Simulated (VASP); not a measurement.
InAs: relaxation of cell and atoms with PBEsol

The system is InAs.

```
In As
1.0
     0.00000    2.87730    2.87730
     2.87730    0.00000    2.87730
     2.87730    2.87730    0.00000
In As
1 1
Cartesian
  2.8773 2.8773 2.8773
  0.0000 0.0000 0.0000
```

```yaml
Program: VASP 6.6.1
Task: relaxation of cell and atoms
Functional: PBEsol
Potentials_or_basis: VASP PAW PBE potentials, release 64 (In_d, As)
Cutoff: 600 eV
k_mesh: 8 × 8 × 8
Occupations: fermi-dirac, width 0.05 eV
Spin: no spin polarisation
Dipole_correction: no
Further_INCAR_settings: ALGO = Normal; EDIFF = 1e-06; IBRION = 2; EDIFFG = -0.01; NSW = 60; ISIF = 3
```

```
Relaxed volume                         : 22.65 Å³/atom
Relaxed cell                           : a = 4.001 Å, b = 4.001 Å, c = 4.001 Å, α = 60.00°, β = 60.00°, γ = 60.00°
Space group after relaxing (to 0.05 Å) : Fm-3m (No. 225)
Energy gained by relaxing              : 12.2 meV/atom
Ionic steps                            : 3
Pressure after relaxing                : 0.0 GPa
Band gap on the k mesh                 : zero (band 9 reaches 6.72 eV, above the bottom of band 10 at 3.94 eV)
```

Step by step:
```csv
step,energy change (eV),largest force (eV/Å),pressure (GPa),volume (Å³)
1,0.0000,0.0000,-3.20,47.64
2,-0.0206,0.0000,1.45,44.44
3,-0.0244,0.0000,0.04,45.30
```

Final structure:
```
In As
1.0
     0.00000    2.82946    2.82946
     2.82946    0.00000    2.82946
     2.82946    2.82946    0.00000
In As
1 1
Direct
  0.50000 0.50000 0.50000
  0.00000 0.00000 0.00000
```

Levels at points of the mesh, in eV from the Fermi level:
```csv
k point,band 5,band 6,band 7,band 8,band 9,band 10,band 11,band 12,band 13
"(0.00, 0.00, 0.00)",-14.26,-12.47,-0.37,-0.24,-0.24,-0.24,7.18,7.18,7.18
"(0.50, 0.00, 0.00)",-14.19,-10.64,-6.81,0.20,0.20,2.09,3.24,3.24,4.69
"(0.50, 0.50, 0.00)",-14.17,-9.61,-5.04,-2.94,-2.41,-2.41,3.72,9.55,9.55
```

Wall time 97 s on 1 thread of Intel Xeon 6975P-C, with other jobs on the host, peak memory 0.22 GiB.

Caveat: the PAW data sets were made with another functional, which shifts forces and pressure a little; spin-orbit coupling is left out, which moves the levels of the heavy elements.
